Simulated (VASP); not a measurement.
Write the native input for VASP 6.6.1 that does the following.

| Quantity | Value |
| --- | --- |
| Task | single point |
| Functional | LDA |
| Potentials or basis | VASP PAW LDA potentials, release 64 (Ta_pv) |
| Cutoff | 520 eV |
| k mesh | 2 × 2 × 2 |
| Occupations | fermi-dirac, width 0.17 eV |
| Spin | no spin polarisation |
| Dipole correction | no |
| Further INCAR settings | LREAL = Auto; ALGO = Normal; EDIFF = 1e-07; NBANDS = 102 |

The structure of Ta lies in POSCAR:

```
Ta
1.0
    6.9357050000      0.0000000000      0.0000000000
    0.0000000000      6.9357050000      0.0000000000
    0.0000000000      0.0000000000      6.9357050000
Ta
16
Direct
   -0.0022348125     -0.0088527410      0.0137549103
    0.4962437128     -0.0043975342      0.0425767820
    0.0116642793      0.4601262597     -0.0324552443
   -0.0440185965     -0.0048877511      0.5326639469
    0.2272588007      0.2205255270      0.2792794676
    0.4355577407      0.4624619992      0.0027106113
    0.5422664315     -0.0130340030      0.5241284051
    0.6925900107      0.2856378695      0.2800868837
   -0.0178064090      0.4969502019      0.4856752125
    0.2153638311      0.7490226300      0.2704123085
    0.2792794676      0.2251970059      0.7028557299
    0.4570263585      0.5153477548      0.4860789206
    0.7375890411      0.7661658043      0.1956253906
    0.7524108941      0.2482804560      0.7730432595
    0.2617470034      0.7444520781      0.7474366341
    0.7068639742      0.7124726326      0.7844047577
```

These files were run (other wordings do the same):

INCAR

```
PREC = Accurate
ENCUT = 520
EDIFF = 1E-7
ISMEAR = -1
SIGMA = 0.17
LREAL = Auto
LASPH = True
NELM = 60
ALGO = Normal
ISIF = 2
LWAVE = False
LCHARG = False
GGA = CA
NBANDS = 102
```

KPOINTS

```
Automatic mesh
0
Gamma
  2 2 2
```

Potentials or basis: VASP PAW LDA potentials, release 64 (Ta_pv).

Run with:

```console
$ cat potpaw_LDA.64/Ta_pv/POTCAR > POTCAR
$ mpirun -np 1 vasp_std > vasp.out
```

It gave:

- Pressure: -22.8 GPa
- Largest force: 3.328 eV/Å
- Band gap on the k mesh: zero (bands 88 and 89 overlap by 0.86 eV)

Caveat: the k points lie up to 0.45 Å⁻¹ apart, too coarse for converged energies and pressures of a metal; spin-orbit coupling is left out, which moves the levels of the heavy elements; forces of over 1 eV/Å act on the atoms, so gaps and moduli don't describe the material at rest.

Wall time 16 min on 1 thread of Intel(R) Xeon(R) Platinum 8259CL CPU @ 2.50GHz (Skylake/Cascade Lake), with other jobs on the host, peak memory 0.4 GiB.
